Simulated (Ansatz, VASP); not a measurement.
# Ir in VASP and in Ansatz

```
CELL_PARAMETERS angstrom
0.00000 1.92696 1.92696
1.92696 0.00000 1.92696
1.92696 1.92696 0.00000
ATOMIC_POSITIONS crystal
Ir 0.00000 0.00000 0.00000
```

Alike in both runs: task single point; functional PBE; dispersion D3(BJ); k mesh 8 × 8 × 8; occupations gaussian, width 0.1 eV; no spin polarisation.

|  | VASP | Ansatz |
| --- | --- | --- |
| version | VASP 6.6.1 | Ansatz 0.2.0 |
| potentials or method | VASP PAW PBE potentials, release 64 (Ir), cutoff 520 eV | scalar-relativistic, plane waves, PAW |
| valence electrons in the cell | 9 | 17 |

Ansatz gave:

```
gap on the k mesh at the Fermi level (eV) : none
pressure (GPa)                            : -2.4
```

Which values does VASP return?

gap on the k mesh at the Fermi level (eV): none; pressure (GPa): -1.9.

A gap of «none» marks a metal or a gap that the smearing closes. VASP's potentials hold 9 valence electrons a cell and Ansatz's 17, so a difference there can come from the potentials and not from the codes.

Neither program's run includes spin-orbit coupling.
